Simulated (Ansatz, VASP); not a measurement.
**Se in VASP and in Ansatz**

INCAR

```
PREC     = Accurate       # precision mode
ENCUT    = 600            # plane-wave cutoff, eV
EDIFF    = 1E-7           # SCF threshold, eV
ISMEAR   = 0              # smearing method
SIGMA    = 0.1            # smearing width, eV
LREAL    = False          # projectors in reciprocal space
LASPH    = True           # aspherical terms in the spheres
NELM     = 80             # most SCF steps
ALGO     = Normal         # electronic algorithm
ISIF     = 3              # what is computed and relaxed
LWAVE    = False          # write WAVECAR
LCHARG   = False          # write CHGCAR
GGA      = PS             # functional
IBRION   = 2              # ionic algorithm
NSW      = 100            # ionic steps
EDIFFG   = -0.01          # ionic threshold
```

File KPOINTS:

```
regular mesh
0
Gamma
  15 15 15
```

File POSCAR:

```
Se
1.0
    1.9479001236      1.1246206607      1.6454953476
   -1.9479001236      1.1246206607      1.6454953476
    0.0000000000     -2.2492413214      1.6454953476
Se
1
Direct
    0.5000000000      0.5000000000      0.5000000000
```

Input for Ansatz:

```yaml
crystal:
  lattice:
    - [1.9479001236, 1.1246206607, 1.6454953476]
    - [-1.9479001236, 1.1246206607, 1.6454953476]
    - [0.0, -2.2492413214, 1.6454953476]
  atoms:
    - { symbol: Se, position: [0.5, 0.5, 0.5] }
basis:
  ecutwfc: 420
kpoints:
  mp_grid: { grid: [15, 15, 15] }
hamiltonian:
  xc: pbesol
scf:
  occupations: { method: gaussian, width: 0.1 }
output:
  forces: true
  stress: true
  eigenvalues: true
relax:
  adjacent_minimum: "off"
  f_tol: 0.01
  max_steps: 80
  cell: { stress_tol: 0.05 }
```

Alike in both runs: task relaxation of cell and atoms; functional PBEsol; k mesh 15 × 15 × 15; occupations gaussian, width 0.1 eV; no spin polarisation.

|  | VASP | Ansatz |
| --- | --- | --- |
| version | VASP 6.6.1 | Ansatz 0.2.0 |
| potentials or method | VASP PAW PBE potentials, release 64 (Se), cutoff 600 eV | scalar-relativistic, plane waves, PAW |
| valence electrons in the cell | 6 | 16 |

Ansatz gave:

| Property | Result |
| --- | --- |
| gap on the k mesh at the Fermi level, each at its own relaxed structure (eV) | none |
| relaxed volume (Å³/atom) | 21.58 |
| relaxed length of the cell vector where the two differ most in proportion (Å) | 2.784 |

Q: What did VASP give for the same quantities?

A: gap on the k mesh at the Fermi level, each at its own relaxed structure (eV): none; relaxed volume (Å³/atom): 21.63; relaxed length of the cell vector where the two differ most in proportion (Å): 2.786.

VASP's potentials were made for PBE, not for PBEsol. A gap of «none» marks a metal or a gap that the smearing closes. VASP's potentials hold 6 valence electrons a cell and Ansatz's 16, so a difference there can come from the potentials and not from the codes.
